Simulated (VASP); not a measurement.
**Si2Sn: single point with PBE**

The system is Si2Sn.

```
Si Sn
1.0
     4.08526    0.00000    0.00000
    -2.04263    3.53794    0.00000
     0.00000    0.00000   10.31980
Si Sn
4 2
Cartesian
  2.0426 1.1793 1.8256
  0.0000 0.0000 1.1807
  0.0000 2.3586 8.4942
  0.0000 0.0000 9.1391
  0.0000 2.3586 5.8762
  2.0426 1.1793 4.4436
```

* Program: VASP 6.6.1
* Task: single point
* Functional: PBE
* Potentials or basis: VASP PAW PBE potentials, release 64 (Si, Sn_d)
* Cutoff: 520 eV
* k mesh: 5 × 5 × 2
* Occupations: gaussian, width 0.2 eV
* Spin: no spin polarisation

| Property | Result |
| --- | --- |
| Pressure | -0.2 GPa |
| Largest force | 0.075 eV/Å |
| Band gap on the k mesh | zero (bands 22 and 23 overlap by 0.48 eV) |

Forces on the atoms (eV/Å):
```
Si   0.000  0.000 -0.042
Si   0.000  0.000  0.075
Si   0.000  0.000  0.042
Si   0.000  0.000 -0.075
Sn   0.000  0.000  0.015
Sn   0.000  0.000 -0.015
```

Stress tensor (GPa, compression positive):
```
-0.23  0.00  0.00
 0.00 -0.23  0.00
 0.00  0.00 -0.06
```

Levels at points of the mesh, in eV from the Fermi level:
```csv
k point,band 19,band 20,band 21,band 22,band 23,band 24,band 25,band 26
"(0.00, 0.00, 0.00)",-1.53,-0.80,-0.09,0.26,0.79,0.79,1.03,1.76
"(0.00, 0.00, 0.50)",-1.48,-1.48,-0.23,0.44,0.58,0.58,2.24,2.24
```

It took 80 s on 1 thread of Intel Xeon 8259CL, with other jobs on the host, peak memory 0.26 GiB.

Caveat: semilocal functionals underestimate gaps, so a narrow gap can read as zero; spin-orbit coupling is left out, which moves the levels of the heavy elements.
